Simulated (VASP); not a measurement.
Ti3Si, 8 atoms in the cell. Symmetry: P6_3/mmc, No. 194, hexagonal system. Conventional cell: a = 5.620 Å, b = 5.620 Å, c = 4.502 Å, α = 90.00°, β = 90.00°, γ = 120.00°. Within 3.6 Å of Ti (site symmetry mm2) lie 8 Ti at 2.73 to 2.89 Å and 4 Si at 2.75 to 2.81 Å. Si (site symmetry -6m2) has 12 Ti at 2.75 to 2.81 Å within 3.6 Å. 

| Property | Result |
| --- | --- |
| Program | VASP 6.6.1 |
| Task | relaxation of cell and atoms |
| Functional | PBEsol |
| Potentials or basis | VASP PAW PBE potentials, release 64 (Ti_sv, Si) |
| Cutoff | 600 eV |
| k mesh | 6 × 6 × 8 |
| Occupations | gaussian, width 0.1 eV |
| Spin | no spin polarisation |
| Target pressure | -2 GPa |
| Dipole correction | no |
| Further INCAR settings | ALGO = Fast; EDIFF = 1e-06; IBRION = 2; EDIFFG = -0.008; NSW = 70; ISIF = 3 |

Potentials or basis: VASP PAW PBE potentials, release 64 (Ti_sv, Si).

Command:

```bash
$ cat potpaw_PBE.64/Ti_sv/POTCAR potpaw_PBE.64/Si/POTCAR > POTCAR
$ mpirun -np 1 vasp_std > vasp.out
```

Hardware: 1 thread of Oxide Virtual Turin-like Processor, on a shared host.

**Question.** Estimate the wall time of this run.

**Answer.** Wall time 37 min on 1 thread of Oxide Virtual Turin-like Processor, on a shared host, peak memory 0.37 GiB. Counts: scf iterations 77, k points 35, ion steps 3.
